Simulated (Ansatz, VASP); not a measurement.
## C: VASP beside Ansatz

File INCAR:

```
SYSTEM = C
ALGO = Normal ; EDIFF = 1E-6
ENCUT = 520 ; GGA = CA
ISIF = 2 ; ISMEAR = -1
LASPH = .True. ; LCHARG = .False.
LREAL = .False. ; LWAVE = .False.
NBANDS = 11 ; NELM = 100
PREC = Accurate ; SIGMA = 0.05
```

KPOINTS

```
k-points
0
Gamma
  18 18 18
  0 0 0
```

The input POSCAR:

```
C
1.0
    0.0000000000      2.1270000000      3.3480000000
    1.2280000000      0.0000000000      3.3480000000
    1.2280000000      2.1270000000      0.0000000000
C
2
Direct
    0.1666700000      0.8333300000      0.1666700000
    0.8333300000      0.1666700000      0.8333300000
```

Input for Ansatz:

```yaml
crystal:
  lattice:
    - [0.0, 2.127, 3.348]
    - [1.228, 0.0, 3.348]
    - [1.228, 2.127, 0.0]
  atoms:
    - { symbol: C, position: [0.16667, 0.83333, 0.16667] }
    - { symbol: C, position: [0.83333, 0.16667, 0.83333] }
kpoints:
  mp_grid: { grid: [18, 18, 18] }
  band_path:
    path:
      - [0.0, 0.0, 0.0]
      - [0.5, 0.0, 0.5]
      - [1.0, 0.5, 0.5]
      - [0.5, 0.5, 0.0]
      - [0.0, 0.0, 0.0]
      - [0.0, 0.3669630913, 0.3669630913]
      - [1.0, 0.6330369087, 0.6330369087]
      - [1.0, 0.5, 0.5]
      - [0.5, 0.0, 0.5]
    npoints: 5
scf:
  occupations: { method: fermi_dirac, width: 0.05 }
hamiltonian:
  xc: lda
  pseudopotentials: { kind: all_electron, lapw: { basis_error: 0.00025 } }
output:
  forces: true
  stress: true
  eigenvalues: true
```

Alike in both runs: task single point; functional LDA; k mesh 18 × 18 × 18; occupations fermi-dirac, width 0.05 eV; no spin polarisation.

|  | VASP | Ansatz |
| --- | --- | --- |
| version | VASP 6.6.1 | Ansatz 0.2.0 |
| potentials or method | VASP PAW LDA potentials, release 64 (C), cutoff 520 eV | all-electron LAPW, scalar-relativistic |

VASP gave:

* pressure (GPa): -3.0
* traceless stress, the component that is largest in VASP (GPa): 3.07
* rms of the force components (eV/Å): 0.003

Problem. What did Ansatz give for the same quantities?

Solution. Pressure (GPa): -3.8; traceless stress, the component that is largest in VASP (GPa): 3.96; rms of the force components (eV/Å): 0.003.

LDA's correlation is that of Perdew and Zunger in VASP and of Perdew and Wang (1992) in Ansatz. Atom by atom the forces differ by 0.000 eV/Å (rms over components). Ansatz ran all-electron here, and VASP with PAW potentials.
